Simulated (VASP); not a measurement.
# Ga (Im-3m) in VASP: a series of runs

Ga is run at these levels: PBE; tasks: single point, relaxation of cell and atoms.

All numbers are computed with VASP 6.6.1; they aren't measurements. Logs are shortened: lines on timing, memory, paths and dates and some standing lists are left out, and cuts for length are marked.

## Step 1: The cell of the first run

Symmetry: Im-3m, No. 229, cubic system. The conventional cell has a = 3.373 Å, b = 3.373 Å, c = 3.373 Å, α = 90.00°, β = 90.00°, γ = 90.00°. Within 3.8 Å of Ga (site symmetry m-3m) lie 14 Ga at 2.92 to 3.37 Å.

This isn't the form of Ga at room conditions, which is orthorhombic.

## Step 2: Single point, PBE

INCAR reads:

```
PREC     = Accurate       # precision mode
ENCUT    = 520            # plane-wave cutoff, eV
EDIFF    = 1E-6           # SCF threshold, eV
ISMEAR   = 0              # smearing method
SIGMA    = 0.1            # smearing width, eV
LREAL    = F              # projectors in reciprocal space
LASPH    = T              # aspherical terms in the spheres
NELM     = 100            # most SCF steps
ALGO     = Normal         # electronic algorithm
ISIF     = 2              # what is computed and relaxed
LWAVE    = F              # write WAVECAR
LCHARG   = F              # write CHGCAR
GGA      = PE             # functional
NBANDS   = 12             # bands
```

KPOINTS reads:

```
regular mesh
0
Gamma
  18 18 18
```

POSCAR reads:

```
Ga
1.0
   -1.6867415123      1.6867415123      1.6867415123
    1.6867415123     -1.6867415123      1.6867415123
    1.6867415123      1.6867415123     -1.6867415123
Ga
1
Direct
    0.0000000000      0.0000000000      0.0000000000
```

Potentials or basis: VASP PAW PBE potentials, release 64 (Ga_d).

Started as:

```
$ cat potpaw_PBE.64/Ga_d/POTCAR > POTCAR
$ mpirun -np 1 vasp_std > vasp.out
```

OUTCAR:

```text
PREC = Accurate
   ENCUT = 520
   EDIFF = 1E-6
   ISMEAR = 0
   LREAL = F
   LASPH = T
   NELM = 100
   ISIF = 2
   GGA = PE

 ion  position               nearest neighbor table
   1  0.000  0.000  0.000-

  LATTYP: Found a body centered cubic cell.
 ALAT       =     3.3734830246

  Lattice vectors:

 A1 = (  -1.6867415123,   1.6867415123,   1.6867415123)
 A2 = (   1.6867415123,  -1.6867415123,   1.6867415123)
 A3 = (   1.6867415123,   1.6867415123,  -1.6867415123)

Analysis of symmetry for initial positions (statically):
=====================================================================
 Subroutine PRICEL returns:
 Original cell was already a primitive cell.

 Routine SETGRP: Setting up the symmetry group for a
 body centered cubic supercell.

 Subroutine GETGRP returns: Found 48 space group operations
 (whereof 48 operations were pure point group operations)
 out of a pool of 48 trial point group operations.

The static configuration has the point symmetry O_h .

Analysis of symmetry for dynamics (positions and initial velocities):
=====================================================================
 Subroutine PRICEL returns:
 Original cell was already a primitive cell.

 Routine SETGRP: Setting up the symmetry group for a
 body centered cubic supercell.

 Subroutine GETGRP returns: Found 48 space group operations
 (whereof 48 operations were pure point group operations)
 out of a pool of 48 trial point group operations.

The dynamic configuration has the point symmetry O_h .

 Subroutine INISYM returns: Found 48 space group operations
 (whereof 48 operations are pure point group operations),
 and found     1 'primitive' translations

----------------------------------------------------------------------------------------

                                     Primitive cell

  volume of cell :      19.1958

  direct lattice vectors                    reciprocal lattice vectors
    -1.686741512  1.686741512  1.686741512     0.000000000  0.296429534  0.296429534
     1.686741512 -1.686741512  1.686741512     0.296429534  0.000000000  0.296429534
     1.686741512  1.686741512 -1.686741512     0.296429534  0.296429534  0.000000000

  length of vectors
     2.921521999  2.921521999  2.921521999     0.419214667  0.419214667  0.419214667

  position of ions in fractional coordinates (direct lattice)
     0.000000000  0.000000000  0.000000000

  ion indices of the primitive-cell ions
   primitive index   ion index
                 1           1

----------------------------------------------------------------------------------------

 KPOINTS: regular mesh

Automatic generation of k-mesh.
 Grid dimensions read from file:
 generate k-points for:   18   18   18

 Generating k-lattice:

  Cartesian coordinates                     Fractional coordinates (reciprocal lattice)
     0.000000000  0.016468307  0.016468307     0.055555556  0.000000000  0.000000000
     0.016468307  0.000000000  0.016468307     0.000000000  0.055555556  0.000000000
     0.016468307  0.016468307  0.000000000     0.000000000  0.000000000  0.055555556

  Length of vectors
     0.023289704  0.023289704  0.023289704

  Shift w.r.t. Gamma in fractional coordinates (k-lattice)
     0.000000000  0.000000000  0.000000000

 Subroutine IBZKPT returns following result:
 ===========================================

 Found    195 irreducible k-points:

 Following reciprocal coordinates:
            Coordinates               Weight
  0.000000  0.000000  0.000000      1.000000
  0.055556  0.000000  0.000000     12.000000
  0.111111  0.000000  0.000000     12.000000
  0.166667  0.000000  0.000000     12.000000
  0.222222  0.000000  0.000000     12.000000
  0.277778  0.000000  0.000000     12.000000
[... 16 lines left out ...]
  0.333333  0.111111  0.000000     48.000000
  0.388889  0.111111 -0.000000     48.000000
 [... further k-points ...]
   k-points           NKPTS =    195   k-points in BZ     NKDIM =    195   number of bands    NBANDS=     12
   number of dos      NEDOS =    301   number of ions     NIONS =      1
   total plane-waves  NPLWV =  13824
   dimension x,y,z NGX =    24 NGY =   24 NGZ =   24
   dimension x,y,z NGXF=    48 NGYF=   48 NGZF=   48
   ions per type =               1
   NGX,Y,Z   is equivalent  to a cutoff of  13.66, 13.66, 13.66 a.u.
   NGXF,Y,Z  is equivalent  to a cutoff of  27.31, 27.31, 27.31 a.u.
 SYSTEM =  unknown system
   PREC   = accura    normal or accurate (medium, high low for compatibility)
   ISTART =      0    job   : 0-new  1-cont  2-samecut
   ICHARG =      2    charge: 1-file 2-atom 10-const
   ISPIN  =      1    spin polarized calculation?
   LNONCOLLINEAR =      F non collinear calculations
   LSORBIT =      F    spin-orbit coupling
   LASPH  =      T    aspherical Exc in radial PAW
   ENCUT  =  520.0 eV  38.22 Ry    6.18 a.u.   5.43  5.43  5.43*2*pi/ulx,y,z
   NELM   =    100;   NELMIN=  2; NELMDL= -5     # of ELM steps
   EDIFF  = 0.1E-05   stopping-criterion for ELM
   LREAL  =      F    real-space projection
   EDIFFG = 0.1E-04   stopping-criterion for IOM
   NSW    =      0    number of steps for IOM
   IBRION =     -1    ionic relax: 0-MD 1-quasi-New 2-CG
   NFREE  =      0    steps in history (QN), initial steepest desc. (CG)
   ISIF   =      2    stress and relaxation
   ISYM   =      2    0-nonsym 1-usesym 2-fastsym
   POTIM  = 0.5000    time-step for ionic-motion
   TEBEG  =    0.0;   TEEND  =   0.0 temperature during run
   PSTRESS=    0.0 pullay stress
   NELECT =      13.0000    total number of electrons
   NUPDOWN=      -1.0000    fix difference up-down
   EMIN   =  10.00;   EMAX   =-10.00  energy-range for DOS
   EFERMI =   0.00;   METHOD = LEGACY
   ISMEAR =     0;   SIGMA  =   0.10  broadening in eV -4-tet -1-fermi 0-gaus
   EFERMI_NEDOS =   21; number of points for ismear=-14 and -15
   IALGO  =     38    algorithm
   IMIX   =      4    mixing-type and parameters
     AMIX     =   0.40;   BMIX     =  1.00
     AMIX_MAG =   1.60;   BMIX_MAG =  1.00
  volume/ion in A,a.u.               =      19.20       129.54
  Fermi-wavevector in a.u.,A,eV,Ry     =   1.437653  2.716770 28.121150  2.066846
  Thomas-Fermi vector in A             =   2.556707
   LORBIT       =      0    0 simple, 1 ext, 2 COOP (PROOUT), +10 PAW based schemes
   GGA     = PE    functional components
   LHFCALC =     F    Hartree Fock is set to
   AEXX    =    0.0000 exact exchange contribution
   IVDW    =     0    specifies the selected vdW correction
   LEPSILON=     F    determine dielectric tensor
   LRPA    =     F    only Hartree local field effects (RPA)
 non-spin polarized calculation
 Gauss-broadening in eV      SIGMA  =   0.10
  energy-cutoff  :      520.00
  volume of cell :       19.20
 maximum number of plane-waves:       537
 NGX is ok and might be reduce to    24
   NGX = 11   NGY = 11   NGZ = 11

 number of electron      12.9999990 magnetization

 Free energy of the ion-electron system (eV)
  ---------------------------------------------------
  ext. energy  EPLUGINS =         0.00000000
  ---------------------------------------------------
  free energy    TOTEN  =        -2.87415236 eV

  energy without entropy =       -2.87157669  energy(sigma->0) =       -2.87286453

 E-fermi :   5.4352     XC(G=0): -10.9358

 val. band max:        5.4161040213   @ k =   0.2778   0.2778   0.0556
 cond. band min:       5.4419893784   @ k =  -0.3889   0.4444   0.2222
 fundamental gap:      0.0258853571
 Fermi energy:         5.4352226682

 k-point     1 :       0.0000    0.0000    0.0000
  band No.  band energies     occupation
      1      -9.5169      2.00000
      2      -9.5169      2.00000
      3      -9.5169      2.00000
      4      -9.3374      2.00000
      5      -9.3374      2.00000
      6      -5.5093      2.00000
      7      17.7601      0.00000
      8      17.7601      0.00000
      9      17.7601      0.00000
     10      22.4005      0.00000
     11      22.4005      0.00000
     12      22.4005      0.00000

 k-point     2 :       0.0556    0.0000    0.0000
  band No.  band energies     occupation
      1      -9.5193      2.00000
      2      -9.5150      2.00000
      3      -9.5084      2.00000
      4      -9.3399      2.00000
      5      -9.3374      2.00000
      6      -5.4265      2.00000
      7      16.9743      0.00000
      8      17.3480      0.00000
      9      17.6258      0.00000
     10      21.2559      0.00000
     11      21.3851      0.00000
     12      22.4824      0.00000

 k-point     3 :       0.1111    0.0000    0.0000
  band No.  band energies     occupation
      1      -9.5263      2.00000
      2      -9.5108      2.00000
      3      -9.4839      2.00000
      4      -9.3466      2.00000
      5      -9.3374      2.00000
      6      -5.1772      2.00000
      7      15.1326      0.00000
      8      16.4614      0.00000
      9      17.2411      0.00000
     10      20.1344      0.00000
     11      20.2911      0.00000
     12      22.1362      0.00000

 k-point     4 :       0.1667    0.0000    0.0000
  band No.  band energies     occupation
      1      -9.5370      2.00000
      2      -9.5076      2.00000
      3      -9.4461      2.00000
      4      -9.3551      2.00000
      5      -9.3374      2.00000
      6      -4.7595      2.00000
      7      12.9483      0.00000
      8      15.4876      0.00000
      9      16.6836      0.00000
     10      19.2697      0.00000
     11      19.3430      0.00000
     12      22.1837      0.00000

 k-point     5 :       0.2222    0.0000    0.0000
  band No.  band energies     occupation
      1      -9.5501      2.00000
      2      -9.5101      2.00000
      3      -9.3993      2.00000
      4      -9.3613      2.00000
      5      -9.3374      2.00000
      6      -4.1717      2.00000
      7      10.7337      0.00000
      8      14.5789      0.00000
      9      16.0695      0.00000
     10      18.5452      0.00000
     11      18.5669      0.00000
     12      22.5615      0.00000
[... 228 lines left out ...]
      1      -9.5562      2.00000
      2      -9.5145      2.00000
      3      -9.3681      2.00000
      4      -9.3537      2.00000
      5      -9.3335      2.00000
      6      -3.1603      2.00000
      7       8.7619      0.00000
      8      11.7630      0.00000
      9      14.4565      0.00000
     10      18.7116      0.00000
     11      20.3727      0.00000
     12      22.3091      0.00000

 k-point    22 :       0.2778    0.1111   -0.0000
  band No.  band energies     occupation
      1      -9.5681      2.00000
      2      -9.5244      2.00000
      3      -9.3638      2.00000
      4      -9.3438      2.00000
      5      -9.3051      2.00000
      6      -2.2339      2.00000
      7       6.7840      0.00000
      8      11.1356      0.00000
      9      13.9377      0.00000
     10      18.2596      0.00000
     11      20.3537      0.00000
     12      22.6942      0.00000

 k-point    23 :       0.3333    0.1111    0.0000
  band No.  band energies     occupation
      1      -9.5777      2.00000
      2      -9.5366      2.00000
      3      -9.3573      2.00000
      4      -9.3434      2.00000
      5      -9.2734      2.00000
      6      -1.1448      2.00000
      7       4.9263      2.00000
      8      10.6904      0.00000
      9      13.5561      0.00000
     10      17.9303      0.00000
     11      20.2019      0.00000
     12      23.4814      0.00000

 k-point    24 :       0.3889    0.1111   -0.0000
  band No.  band energies     occupation
      1      -9.5841      2.00000
      2      -9.5461      2.00000
      3      -9.3513      2.00000
      4      -9.3443      2.00000
      5      -9.2518      2.00000
      6       0.0880      2.00000
      7       3.2274      2.00000
      8      10.4230      0.00000
      9      13.3233      0.00000
     10      17.7312      0.00000
     11      20.0701      0.00000
     12      24.5012      0.00000

 [... further k-points ...]

------------------------ aborting loop because EDIFF is reached ----------------------------------------

  FORCE on cell =-STRESS in cart. coord.  units (eV):
  Direction    XX          YY          ZZ          XY          YZ          ZX
  --------------------------------------------------------------------------------------
  -------------------------------------------------------------------------------------
  Total        0.0032497      0.0032497      0.0032497     -0.0000000     -0.0000000     -0.0000000
  in kB        0.2712325      0.2712325      0.2712325     -0.0000000     -0.0000000     -0.0000000
  external PRESSURE =       0.2712325 kB  Pullay stress =       0.0000000 kB

 VOLUME and BASIS-vectors are now :
 -----------------------------------------------------------------------------
  energy-cutoff  :      520.00
  volume of cell :       19.20
      direct lattice vectors                 reciprocal lattice vectors
    -1.686741512  1.686741512  1.686741512     0.000000000  0.296429534  0.296429534
     1.686741512 -1.686741512  1.686741512     0.296429534  0.000000000  0.296429534
     1.686741512  1.686741512 -1.686741512     0.296429534  0.296429534  0.000000000

 POSITION                                       TOTAL-FORCE (eV/Angst)
 -----------------------------------------------------------------------------------
      0.00000      0.00000      0.00000         0.000000      0.000000     -0.000000
 -----------------------------------------------------------------------------------
    total drift:                               -0.000000      0.000000      0.000000

  FREE ENERGIE OF THE ION-ELECTRON SYSTEM (eV)
  ---------------------------------------------------
  free  energy   TOTEN  =        -2.8741523608 eV

  energy  without entropy=       -2.8715766924  energy(sigma->0) =       -2.87286453
```

Run time: 53 s. Hardware: 1 thread of AMD EPYC 7R13, shared host; peak memory 0.14 GiB.

What came out:

```
Free energy            : -2.8742 eV
Pressure               : 0.0 GPa
Band gap on the k mesh : zero (an odd number of electrons rules out a gap without spin polarisation)
```

[end of part 1 of 2]
